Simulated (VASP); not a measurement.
# MgO (P-6m2) in VASP: further runs

The runs below take MgO through single point, with LDA.

Everything below comes from runs of VASP 6.6.1. Logs are shortened: lines on timing, memory, paths and dates and some standing lists are left out, and cuts for length are marked.

**1. The cell of the first run**

The structure is hexagonal, space group P-6m2 (No. 187). Conventional cell: a = 2.885 Å, b = 2.885 Å, c = 2.631 Å, α = 90.00°, β = 90.00°, γ = 120.00°. Within 2.9 Å of Mg (site symmetry -6m2) lie 6 O at 2.12 Å and 8 Mg at 2.63 to 2.88 Å. Within 2.9 Å of O (site symmetry -6m2) lie 6 Mg at 2.12 Å and 8 O at 2.63 to 2.88 Å.

**2. Single point, LDA**

File INCAR:

```
  PREC = Accurate
  ENCUT = 840
  EDIFF = 1E-6
  ISMEAR = 0
  SIGMA = 0.01
  LREAL = F
  LASPH = T
  NELM = 120
  ALGO = Normal
  ISIF = 2
  LWAVE = F
  LCHARG = T
  LELF = T
  LVHAR = T
  NBANDS = 15
  GGA_COMPAT = F
```

File KPOINTS:

```
regular mesh
0
Gamma
  7 7 6
```

File POSCAR:

```
MgO
1.0
    2.8848314429      0.0000000000      0.0000000000
   -1.4424157215      2.4983373576      0.0000000000
    0.0000000000      0.0000000000      2.6311683109
Mg O
1 1
Direct
    0.0000000000      0.0000000000      0.0000000000
    0.3333333333      0.6666666667      0.5000000000
```

Potentials or basis: VASP PAW LDA potentials, release 64 (Mg_sv, O).

The run is started by

```
cat potpaw_LDA.64/Mg_sv/POTCAR potpaw_LDA.64/O/POTCAR > POTCAR
mpirun -np 1 vasp_std > vasp.out
```

OUTCAR:

```text
PREC = Accurate
   ENCUT = 840
   EDIFF = 1E-6
   ISMEAR = 0
   LREAL = F
   LASPH = T
   NELM = 120
   ISIF = 2

 ion  position               nearest neighbor table
   1  0.000  0.000  0.000-   2 2.12   2 2.12   2 2.12   2 2.12   2 2.12   2 2.12
   2  0.333  0.667  0.500-   1 2.12   1 2.12   1 2.12   1 2.12   1 2.12   1 2.12

  LATTYP: Found a hexagonal cell.
 ALAT       =     2.8848314429
 C/A-ratio  =     0.9120700335

  Lattice vectors:

 A1 = (   2.8848314429,   0.0000000000,   0.0000000000)
 A2 = (  -1.4424157215,   2.4983373576,   0.0000000000)
 A3 = (   0.0000000000,   0.0000000000,   2.6311683109)

Analysis of symmetry for initial positions (statically):
=====================================================================
 Subroutine PRICEL returns:
 Original cell was already a primitive cell.

 Routine SETGRP: Setting up the symmetry group for a
 hexagonal supercell.

 Subroutine GETGRP returns: Found 12 space group operations
 (whereof 12 operations were pure point group operations)
 out of a pool of 24 trial point group operations.

The static configuration has the point symmetry D_3h.

Analysis of symmetry for dynamics (positions and initial velocities):
=====================================================================
 Subroutine PRICEL returns:
 Original cell was already a primitive cell.

 Routine SETGRP: Setting up the symmetry group for a
 hexagonal supercell.

 Subroutine GETGRP returns: Found 12 space group operations
 (whereof 12 operations were pure point group operations)
 out of a pool of 24 trial point group operations.

The dynamic configuration has the point symmetry D_3h.

 Subroutine INISYM returns: Found 12 space group operations
 (whereof 12 operations are pure point group operations),
 and found     1 'primitive' translations

----------------------------------------------------------------------------------------

                                     Primitive cell

  volume of cell :      18.9636

  direct lattice vectors                    reciprocal lattice vectors
     2.884831443  0.000000000  0.000000000     0.346640703  0.200133100  0.000000000
    -1.442415721  2.498337358  0.000000000     0.000000000  0.400266200  0.000000000
     0.000000000  0.000000000  2.631168311     0.000000000  0.000000000  0.380059305

  length of vectors
     2.884831443  2.884831480  2.631168311     0.400266205  0.400266200  0.380059305

  position of ions in fractional coordinates (direct lattice)
     0.000000000  0.000000000  0.000000000
     0.333333333  0.666666667  0.500000000

  ion indices of the primitive-cell ions
   primitive index   ion index
[... 81 lines left out ...]
   ISYM   =      2    0-nonsym 1-usesym 2-fastsym
   POTIM  = 0.5000    time-step for ionic-motion
   TEBEG  =    0.0;   TEEND  =   0.0 temperature during run
   PSTRESS=    0.0 pullay stress
   NELECT =      16.0000    total number of electrons
   NUPDOWN=      -1.0000    fix difference up-down
   EMIN   =  10.00;   EMAX   =-10.00  energy-range for DOS
   EFERMI =   0.00;   METHOD = LEGACY
   ISMEAR =     0;   SIGMA  =   0.01  broadening in eV -4-tet -1-fermi 0-gaus
   EFERMI_NEDOS =   21; number of points for ismear=-14 and -15
   IALGO  =     38    algorithm
   IMIX   =      4    mixing-type and parameters
     AMIX     =   0.40;   BMIX     =  1.00
     AMIX_MAG =   1.60;   BMIX_MAG =  1.00
  volume/ion in A,a.u.               =       9.48        63.99
  Fermi-wavevector in a.u.,A,eV,Ry     =   1.546945  2.923301 32.559255  2.393038
  Thomas-Fermi vector in A             =   2.652108
   LORBIT       =      0    0 simple, 1 ext, 2 COOP (PROOUT), +10 PAW based schemes
   GGA     = CA    functional components
   LHFCALC =     F    Hartree Fock is set to
   AEXX    =    0.0000 exact exchange contribution
   IVDW    =     0    specifies the selected vdW correction
   LEPSILON=     F    determine dielectric tensor
   LRPA    =     F    only Hartree local field effects (RPA)
 non-spin polarized calculation
 Gauss-broadening in eV      SIGMA  =   0.01
  energy-cutoff  :      840.00
  volume of cell :       18.96
 maximum number of plane-waves:      1064
 NGX is ok and might be reduce to    28
   NGX = 13   NGY = 13   NGZ = 13

 number of electron      16.0000005 magnetization

 Free energy of the ion-electron system (eV)
  ---------------------------------------------------
  ext. energy  EPLUGINS =         0.00000000
  ---------------------------------------------------
  free energy    TOTEN  =       -12.53109086 eV

  energy without entropy =      -12.53109086  energy(sigma->0) =      -12.53109086

 E-fermi :   3.2887     XC(G=0): -11.8262

 val. band max:        3.1050950399   @ k =   0.2857   0.2857   0.0000
 cond. band min:       6.4984115015   @ k =   0.0000   0.0000   0.0000
 fundamental gap:      3.3933164616
 Fermi energy:         3.2886623490

 k-point     1 :       0.0000    0.0000    0.0000
  band No.  band energies     occupation
      1     -69.1132      2.00000
      2     -36.5810      2.00000
      3     -36.5810      2.00000
      4     -36.5206      2.00000
      5     -14.3258      2.00000
      6       2.4739      2.00000
      7       2.4739      2.00000
      8       2.7058      2.00000
      9       6.4984      0.00000
     10      14.9239      0.00000
     11      18.8800      0.00000
     12      18.8800      0.00000
     13      23.4016      0.00000
     14      24.5760      0.00000
[... 401 lines left out ...]
      2     -36.6381      2.00000
      3     -36.6153      2.00000
      4     -36.6114      2.00000
      5     -12.4064      2.00000
      6      -0.3054      2.00000
      7       0.1533      2.00000
      8       0.6677      2.00000
      9      10.1129      0.00000
     10      14.7173      0.00000
     11      17.1921      0.00000
     12      18.1930      0.00000
     13      19.2378      0.00000
     14      25.0273      0.00000
     15      29.1921      0.00000

 [... further k-points ...]
[... 5 lines left out ...]
  --------------------------------------------------------------------------------------
  -------------------------------------------------------------------------------------
  Total       -0.2099751     -0.2099751     -0.1033580      0.0000000     -0.0000000      0.0000000
  in kB      -17.7401886    -17.7401892     -8.7324152      0.0000000     -0.0000000      0.0000000
  external PRESSURE =     -14.7375977 kB  Pullay stress =       0.0000000 kB

 VOLUME and BASIS-vectors are now :
 -----------------------------------------------------------------------------
  energy-cutoff  :      840.00
  volume of cell :       18.96
      direct lattice vectors                 reciprocal lattice vectors
     2.884831443  0.000000000  0.000000000     0.346640703  0.200133100  0.000000000
    -1.442415721  2.498337358  0.000000000     0.000000000  0.400266200  0.000000000
     0.000000000  0.000000000  2.631168311     0.000000000  0.000000000  0.380059305

 POSITION                                       TOTAL-FORCE (eV/Angst)
 -----------------------------------------------------------------------------------
      0.00000      0.00000      0.00000        -0.000000      0.000000      0.000000
     -0.00000      1.66556      1.31558         0.000000      0.000000      0.000000
 -----------------------------------------------------------------------------------
    total drift:                                0.000000     -0.000001     -0.000000

  FREE ENERGIE OF THE ION-ELECTRON SYSTEM (eV)
  ---------------------------------------------------
  free  energy   TOTEN  =       -12.5310908595 eV

  energy  without entropy=      -12.5310908595  energy(sigma->0) =      -12.53109086
```

OSZICAR:

```text
N       E                     dE             d eps       ncg     rms          rms(c)
DAV:   1     0.157279469425E+03    0.15728E+03   -0.13558E+04   960   0.173E+03
DAV:   2    -0.862873232287E+01   -0.16591E+03   -0.15614E+03  1135   0.435E+02
DAV:   3    -0.142718026199E+02   -0.56431E+01   -0.56110E+01  1233   0.770E+01
DAV:   4    -0.143428746765E+02   -0.71072E-01   -0.71064E-01  1044   0.863E+00
DAV:   5    -0.143438267800E+02   -0.95210E-03   -0.95210E-03  1261   0.853E-01    0.866E+00
DAV:   6    -0.126224729193E+02    0.17214E+01   -0.23589E+00   974   0.154E+01    0.283E+00
DAV:   7    -0.125698151789E+02    0.52658E-01   -0.14718E-01  1107   0.343E+00    0.169E+00
DAV:   8    -0.125323208999E+02    0.37494E-01   -0.58665E-02  1170   0.231E+00    0.370E-01
DAV:   9    -0.125310423759E+02    0.12785E-02   -0.42705E-03  1051   0.555E-01    0.954E-02
DAV:  10    -0.125311116876E+02   -0.69312E-04   -0.15691E-04  1191   0.180E-01    0.560E-02
DAV:  11    -0.125310909772E+02    0.20710E-04   -0.30264E-05  1121   0.660E-02    0.375E-03
DAV:  12    -0.125310908595E+02    0.11773E-06   -0.10259E-06   942   0.136E-02
   1 F= -.12531091E+02 E0= -.12531091E+02  d E =-.521440-150
```

stdout:

```text
POSCAR found type information on POSCAR MgO
 POSCAR found :  2 types and       2 ions
 scaLAPACK will be used
 LDA part: xc-table for (Slater(with rela. corr.)+CA(PZ))
 , standard interpolation
 POSCAR, INCAR and KPOINTS ok, starting setup
 FFT: planning ... GRIDC
 FFT: planning ... GRID_SOFT
 FFT: planning ... GRID
 WAVECAR not read
 entering main loop
```

Run time: 16 s. Hardware: 1 thread of Intel Xeon 6975P-C (Granite Rapids), shared host; peak memory 0.14 GiB.

What came out:

```
Free energy            : -12.5311 eV
Pressure               : -1.5 GPa
Band gap on the k mesh : 3.39 eV (least direct gap 3.79 eV)
```

Stress tensor (GPa, compression positive):
```
-1.77  0.00  0.00
 0.00 -1.77  0.00
 0.00  0.00 -0.87
```

(Part 1 of 2 ends here.)
